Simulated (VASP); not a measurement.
Here is a VASP 6.6.1 calculation.

The input INCAR:

```
SYSTEM = TiSi4Mo
ALGO = Fast
EDIFF = 1E-6
ENCUT = 520
GGA = PE
ISIF = 2
ISMEAR = 0
LASPH = .TRUE.
LCHARG = .FALSE.
LREAL = .FALSE.
LWAVE = .FALSE.
NBANDS = 30
NELM = 80
PREC = Accurate
SIGMA = 0.1
```

KPOINTS

```
k-points
0
G
  10 12 12
  0 0 0
```

The input POSCAR:

```
TiSi4Mo
1.0
    3.5686243288      0.0000000000      0.0000000000
    0.0000000000      1.7442963618      6.8883779386
    0.0000000000     -1.7442963618      6.8883779386
Ti Si Mo
1 4 1
Direct
    0.5000000000      0.8927482544      0.8927482544
    0.5000000000      0.5556730831      0.5556730831
    0.0000000000      0.4370616137      0.4370616137
    0.5000000000      0.2504754716      0.2504754716
    0.0000000000      0.7535605350      0.7535605350
    0.0000000000      0.1104810422      0.1104810422
```

Potentials or basis: VASP PAW PBE potentials, release 64 (Ti_sv, Si, Mo_sv).

Launch:

```bash
$ cat potpaw_PBE.64/Ti_sv/POTCAR potpaw_PBE.64/Si/POTCAR potpaw_PBE.64/Mo_sv/POTCAR > POTCAR
$ mpirun -np 1 vasp_std > vasp.out
```

Task: Predict the band gap on the k mesh.

Result: Zero (bands 21 and 22 overlap by 1.12 eV).

Task: Predict the pressure.

Result: 0.0 GPa.

Forces in eV/Å, atoms in the order of the input:
```
Ti   0.000  0.000  0.004
Si   0.000  0.000 -0.015
Si   0.000  0.000  0.009
Si   0.000  0.000  0.008
Si   0.000  0.000 -0.002
Mo   0.000  0.000 -0.003
```
